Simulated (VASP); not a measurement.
A run of VASP 6.6.1 is set up as follows.

INCAR

```
PREC = Accurate
ENCUT = 600
EDIFF = 1E-7
ISMEAR = 0
SIGMA = 0.01
LREAL = F
LASPH = T
NELM = 120
ALGO = Normal
ISIF = 3
LWAVE = F
LCHARG = F
GGA = PS
IBRION = 2
NSW = 100
EDIFFG = -0.002
PSTRESS = 100.0
GGA_COMPAT = F
NELMIN = 4
```

The input KPOINTS:

```
regular mesh
0
Gamma
  8 8 8
```

Contents of POSCAR:

```
SrO
1.0
    2.5614438832      2.5614438832      0.0000000000
   -2.5614438832      2.5614438832      0.0000000000
    0.0000000000      2.5614438832      2.5614438832
Sr O
1 1
Direct
    0.5000000000      0.5000000000      0.0000000000
    0.0000000000      0.0000000000      0.0000000000
```

Potentials or basis: VASP PAW PBE potentials, release 64 (Sr_sv, O).

Run with:

```bash
$ cat potpaw_PBE.64/Sr_sv/POTCAR potpaw_PBE.64/O/POTCAR > POTCAR
$ mpirun -np 1 vasp_std > vasp.out
```

(1) Predict the space group after relaxing (to 0.1 Å).

(2) Predict the relaxed cell.

Results:

(1) Fm-3m (No. 225).

(2) a = 3.525 Å, b = 3.525 Å, c = 3.525 Å, α = 60.00°, β = 60.00°, γ = 90.00°.
